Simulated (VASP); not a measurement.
# Ir (P6_3/mmc) in VASP: a series of runs, part 2 of 2

VASP 6.6.1. Earlier steps stand in the parts before.

### Step 3. Single point, LDA

This run uses another cell than the first one, of 14.13 Å³/atom.

The input, INCAR:

```
SYSTEM = Ir
PREC = Accurate
ENCUT = 520
EDIFF = 1E-6
ISMEAR = 0
SIGMA = 0.15
LREAL = .False.
LASPH = .True.
NELM = 100
ALGO = Fast
ISIF = 2
LWAVE = .False.
LCHARG = .False.
GGA = CA
NBANDS = 16
```

The input, KPOINTS:

```
Automatic mesh
0
Gamma
  18 18 10
  0 0 0
```

The input, POSCAR:

```
Ir
1.0
    2.7052421931      0.0000000000      0.0000000000
   -1.3526210966      2.3428084626      0.0000000000
    0.0000000000      0.0000000000      4.4593000000
Ir
2
Direct
    0.6666666667      0.3333333333      0.7500000000
    0.3333333333      0.6666666667      0.2500000000
```

Potentials or basis: VASP PAW LDA potentials, release 64 (Ir).

Launch:

```console
> cat potpaw_LDA.64/Ir/POTCAR > POTCAR
> mpirun -np 1 vasp_std > vasp.out
```

OUTCAR:

```text
SYSTEM = Ir
   PREC = Accurate
   ENCUT = 520
   EDIFF = 1E-6
   ISMEAR = 0
   LREAL = .False.
   LASPH = .True.
   NELM = 100
   ISIF = 2
   GGA = CA

 ion  position               nearest neighbor table
   1  0.667  0.333  0.750-   2 2.72   2 2.72   2 2.72   2 2.72   2 2.72   2 2.72
   2  0.333  0.667  0.250-   1 2.72   1 2.72   1 2.72   1 2.72   1 2.72   1 2.72

  LATTYP: Found a hexagonal cell.
 ALAT       =     2.7052421931
 C/A-ratio  =     1.6483921519

  Lattice vectors:

 A1 = (   2.7052421931,   0.0000000000,   0.0000000000)
 A2 = (  -1.3526210966,   2.3428084626,   0.0000000000)
 A3 = (   0.0000000000,   0.0000000000,   4.4593000000)

Analysis of symmetry for initial positions (statically):
=====================================================================
 Subroutine PRICEL returns:
 Original cell was already a primitive cell.

 Routine SETGRP: Setting up the symmetry group for a
 hexagonal supercell.

 Subroutine GETGRP returns: Found 24 space group operations
 (whereof 12 operations were pure point group operations)
 out of a pool of 24 trial point group operations.

The static configuration has the point symmetry D_3d.
 The point group associated with its full space group is D_6h.

Analysis of symmetry for dynamics (positions and initial velocities):
=====================================================================
 Subroutine PRICEL returns:
 Original cell was already a primitive cell.

 Routine SETGRP: Setting up the symmetry group for a
 hexagonal supercell.

 Subroutine GETGRP returns: Found 24 space group operations
 (whereof 12 operations were pure point group operations)
 out of a pool of 24 trial point group operations.

The dynamic configuration has the point symmetry D_3d.
 The point group associated with its full space group is D_6h.

 Subroutine INISYM returns: Found 24 space group operations
 (whereof 12 operations are pure point group operations),
[... 115 lines left out ...]
     AMIX     =   0.40;   BMIX     =  1.00
     AMIX_MAG =   1.60;   BMIX_MAG =  1.00
  volume/ion in A,a.u.               =      14.13        95.36
  Fermi-wavevector in a.u.,A,eV,Ry     =   1.408518  2.661713 26.992917  1.983923
  Thomas-Fermi vector in A             =   2.530668
   LORBIT       =      0    0 simple, 1 ext, 2 COOP (PROOUT), +10 PAW based schemes
   GGA     = CA    functional components
   LHFCALC =     F    Hartree Fock is set to
   AEXX    =    0.0000 exact exchange contribution
   IVDW    =     0    specifies the selected vdW correction
   LEPSILON=     F    determine dielectric tensor
   LRPA    =     F    only Hartree local field effects (RPA)
 non-spin polarized calculation
 RMM-DIIS sequential band-by-band and
 Gauss-broadening in eV      SIGMA  =   0.15
  energy-cutoff  :      520.00
  volume of cell :       28.26
 maximum number of plane-waves:       775
 NGX is ok and might be reduce to    20
   NGX =  9   NGY =  9   NGZ = 17

 number of electron      18.0000000 magnetization

 Free energy of the ion-electron system (eV)
  ---------------------------------------------------
  ext. energy  EPLUGINS =         0.00000000
  ---------------------------------------------------
  free energy    TOTEN  =       -20.50046892 eV

  energy without entropy =      -20.47600948  energy(sigma->0) =      -20.48823920

 E-fermi :  10.4346     XC(G=0): -14.1451

 val. band max:       10.4300225015   @ k =   0.3333   0.0000   0.5000
 cond. band min:      10.4353182259   @ k =   0.3889   0.1667   0.1000
 fundamental gap:      0.0052957244
 Fermi energy:        10.4345807256

 k-point     1 :       0.0000    0.0000    0.0000
  band No.  band energies     occupation
      1      -0.7883      2.00000
      2       2.1863      2.00000
      3       6.2948      2.00000
      4       6.5728      2.00000
      5       6.5728      2.00000
      6       7.1981      2.00000
[... 433 lines left out ...]
      3       3.6136      2.00000
      4       6.2578      2.00000
      5       6.4424      2.00000
      6       6.7883      2.00000
[... 8 lines left out ...]
     15      20.9452      0.00000
     16      23.8497      0.00000

 [... further k-points ...]

------------------------ aborting loop because EDIFF is reached ----------------------------------------

  FORCE on cell =-STRESS in cart. coord.  units (eV):
  Direction    XX          YY          ZZ          XY          YZ          ZX
  --------------------------------------------------------------------------------------
  -------------------------------------------------------------------------------------
  Total       -0.2806161     -0.2806161     -1.4237434      0.0000000      0.0000000      0.0000000
  in kB      -15.9079239    -15.9079239    -80.7109893      0.0000000      0.0000000      0.0000000
  external PRESSURE =     -37.5089457 kB  Pullay stress =       0.0000000 kB

 VOLUME and BASIS-vectors are now :
 -----------------------------------------------------------------------------
  energy-cutoff  :      520.00
  volume of cell :       28.26
      direct lattice vectors                 reciprocal lattice vectors
     2.705242193  0.000000000  0.000000000     0.369652670  0.213419069  0.000000000
    -1.352621097  2.342808463  0.000000000     0.000000000  0.426838137  0.000000000
     0.000000000  0.000000000  4.459300000     0.000000000  0.000000000  0.224250443

 POSITION                                       TOTAL-FORCE (eV/Angst)
 -----------------------------------------------------------------------------------
      1.35262      0.78094      3.34448        -0.000000      0.000000      0.000000
     -0.00000      1.56187      1.11482         0.000000     -0.000000      0.000000
 -----------------------------------------------------------------------------------
    total drift:                               -0.000000      0.000000     -0.000000

  FREE ENERGIE OF THE ION-ELECTRON SYSTEM (eV)
  ---------------------------------------------------
  free  energy   TOTEN  =       -20.5004689160 eV

  energy  without entropy=      -20.4760094800  energy(sigma->0) =      -20.48823920
```

OSZICAR:

```text
N       E                     dE             d eps       ncg     rms          rms(c)
DAV:   1     0.143469172127E+03    0.14347E+03   -0.83990E+03  7104   0.114E+03
DAV:   2    -0.178694669155E+02   -0.16134E+03   -0.14548E+03  7104   0.312E+02
DAV:   3    -0.216596982121E+02   -0.37902E+01   -0.37343E+01  9992   0.574E+01
DAV:   4    -0.217035122335E+02   -0.43814E-01   -0.43805E-01  7968   0.517E+00
DAV:   5    -0.217047921655E+02   -0.12799E-02   -0.12799E-02 10096   0.915E-01    0.228E+01
RMM:   6    -0.206843713303E+02    0.10204E+01   -0.11039E+00  7175   0.117E+01    0.884E+00
RMM:   7    -0.205069531492E+02    0.17742E+00   -0.59496E-01  7412   0.577E+00    0.214E+00
RMM:   8    -0.205102815773E+02   -0.33284E-02   -0.80133E-02  8309   0.315E+00    0.194E+00
RMM:   9    -0.205106202302E+02   -0.33865E-03   -0.21036E-02  8440   0.112E+00    0.123E+00
RMM:  10    -0.205006940020E+02    0.99262E-02   -0.18097E-02  7455   0.186E+00    0.103E+00
RMM:  11    -0.205009227957E+02   -0.22879E-03   -0.12687E-03  8370   0.298E-01    0.703E-01
RMM:  12    -0.205008221454E+02    0.10065E-03   -0.27636E-04  8367   0.153E-01    0.551E-01
RMM:  13    -0.205007676220E+02    0.54523E-04   -0.90115E-05  8142   0.572E-02    0.497E-01
RMM:  14    -0.205006773615E+02    0.90260E-04   -0.21588E-05  8021   0.510E-02    0.421E-01
RMM:  15    -0.205004723821E+02    0.20498E-03   -0.48510E-04 11683   0.239E-01    0.751E-02
RMM:  16    -0.205004689368E+02    0.34452E-05   -0.65191E-06  8539   0.261E-02    0.348E-02
RMM:  17    -0.205004689160E+02    0.20864E-07   -0.16032E-06  5466   0.896E-03
   1 F= -.20500469E+02 E0= -.20488239E+02  d E =-.244594E-01
```

Run time: 50 s. Hardware: 1 thread of AMD EPYC 9R45 (Zen 5), shared host; peak memory 0.17 GiB.

What came out:

* Free energy: -20.5005 eV
* Pressure: -3.8 GPa
* Band gap on the k mesh: zero (bands 9 and 10 overlap by 3.45 eV)

Levels at points of the mesh, in eV from the Fermi level:
| k point | band 5 | band 6 | band 7 | band 8 | band 9 | band 10 | band 11 | band 12 | band 13 | band 14 |
| --- | --- | --- | --- | --- | --- | --- | --- | --- | --- | --- |
| (0.00, 0.00, 0.00) | -3.86 | -3.24 | -3.24 | -2.25 | -2.25 | -0.93 | 0.30 | 0.30 | 6.89 | 14.37 |
| (0.50, 0.00, 0.00) | -3.67 | -3.37 | -3.10 | 0.85 | 0.93 | 1.23 | 3.04 | 4.53 | 8.26 | 10.18 |
| (0.00, 0.00, 0.50) | -3.95 | -3.95 | -3.95 | -3.95 | -0.46 | -0.46 | -0.46 | -0.46 | 13.58 | 13.58 |
| (0.50, 0.00, 0.50) | -2.07 | -2.07 | -0.94 | -0.94 | 1.07 | 1.07 | 2.06 | 2.06 | 7.79 | 7.79 |

Caveat: the stress differs along the axes, from -8 to -2 GPa; spin-orbit coupling is left out, which moves the levels of the heavy elements.
